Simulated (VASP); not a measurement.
Crystal: KZnF3.

```
Zn K F
1.0
     4.12943    0.00000    0.00000
     0.00000    4.12943    0.00000
     0.00000    0.00000    4.12943
Zn K F
1 1 3
Direct
  0.50000 0.50000 0.50000
  0.00000 0.00000 0.00000
  0.50000 0.00000 0.50000
  0.00000 0.50000 0.50000
  0.50000 0.50000 0.00000
```

Program: VASP 6.6.1. Alike in all runs: task single point; no spin polarisation; cell as given; k mesh 7 × 7 × 7; cutoff (eV) 520; smearing fermi-dirac 0.05 eV.

Question: Order these runs on this cell by their pressure, lowest first.
A. level PBE; potentials or basis VASP PAW PBE potentials, release 64 (Zn, K_sv, F)
B. level PBEsol; potentials or basis VASP PAW PBE potentials, release 64 (Zn, K_sv, F)
C. level LDA; potentials or basis VASP PAW LDA potentials, release 64 (Zn, K_sv, F)

Answer: C (-8.1 GPa), B (-3.7 GPa), A (0.1 GPa).

Caveats: the PAW data sets were made with another functional, which shifts forces and pressure a little (some runs).
